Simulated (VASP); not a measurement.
Wanted: the native input for a VASP 6.6.1 run.

| Quantity | Value |
| --- | --- |
| Task | single point |
| Functional | PBEsol |
| Potentials or basis | VASP PAW PBE potentials, release 64 (Mo_sv, S) |
| Cutoff | 520 eV |
| k mesh | 12 × 12 × 2 |
| Occupations | methfessel-paxton, width 0.171 eV |
| Spin | no spin polarisation |
| Dipole correction | no |
| Further INCAR settings | ALGO = Normal; EDIFF = 1e-07; NBANDS = 35 |

The structure of MoS2 lies in POSCAR:

```
MoS2
1.0
    3.0160000000      0.0000000000      0.0000000000
   -1.5080000000      2.6119326178      0.0000000000
    0.0000000000      0.0000000000     12.6960000000
Mo S
2 4
Direct
    0.3333333333      0.6666666667      0.2500000000
    0.6666666667      0.3333333333      0.7500000000
    0.3333333333      0.6666666667      0.6259932117
    0.6666666667      0.3333333333      0.1259932117
    0.3333333333      0.6666666667      0.8740067883
    0.6666666667      0.3333333333      0.3740067883
```

One way to write it, as run:

INCAR

```
PREC = Accurate ; ENCUT = 520
EDIFF = 1E-7 ; ISMEAR = 1
SIGMA = 0.171 ; LREAL = False
LASPH = True ; NELM = 80
ALGO = Normal ; ISIF = 2
LWAVE = False ; LCHARG = False
GGA = PS ; NBANDS = 35
```

KPOINTS

```
regular mesh
0
Gamma
  12 12 2
```

Potentials or basis: VASP PAW PBE potentials, release 64 (Mo_sv, S).

Command:

```bash
$ cat potpaw_PBE.64/Mo_sv/POTCAR potpaw_PBE.64/S/POTCAR > POTCAR
$ mpirun -np 1 vasp_std > vasp.out
```

Results of the run:

```
Pressure               : 12.3 GPa
Largest force          : 0.635 eV/Å
Band gap on the k mesh : 1.19 eV (least direct gap 2.22 eV)
```

Caveat: the stress differs along the axes, from 6 to 15 GPa; the PAW data sets were made with another functional, which shifts forces and pressure a little; this functional lacks dispersion, which binds layers or chains, so the pressure and a relaxed spacing across them are unreliable.

Wall time 2.9 min on 1 thread of AMD EPYC 9R14 (Zen 4), on a shared host, peak memory 0.24 GiB.
